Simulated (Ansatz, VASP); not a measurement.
One calculation of ZnO, two programs

```
Zn O
1.0
     3.23014    0.00000    0.00000
    -1.61507    2.79739    0.00000
     0.00000    0.00000    5.21390
Zn O
2 2
Direct
  0.33333 0.66667 0.00202
  0.66667 0.33333 0.50202
  0.33333 0.66667 0.38098
  0.66667 0.33333 0.88098
```

Alike in both runs: functional PBEsol; k mesh 9 × 9 × 6; occupations gaussian, width 0.02 eV; no spin polarisation.

Ansatz relaxed the structure, and its values are those at the end. VASP's run is a single point on that final structure, the one shown.

```csv
,VASP,Ansatz
version,VASP 6.6.1,Ansatz 0.2.0
potentials or method,"VASP PAW PBE potentials, release 64 (Zn, O), cutoff 600 eV","scalar-relativistic, plane waves, PAW"
valence electrons in the cell,36,36
```

|  | VASP | Ansatz | Ansatz less VASP |
| --- | --- | --- | --- |
| gap on the k mesh at the Fermi level (eV) | 0.69 | 0.70 | +0.014 |
| least direct gap on the mesh (eV) | 0.69 | 0.70 | +0.014 |
| pressure (GPa) | 0.5 | 0.0 | -0.53 |

VASP's potentials were made for PBE, not for PBEsol. The functional is the same, so the differences come from potentials, cutoffs and numerics.
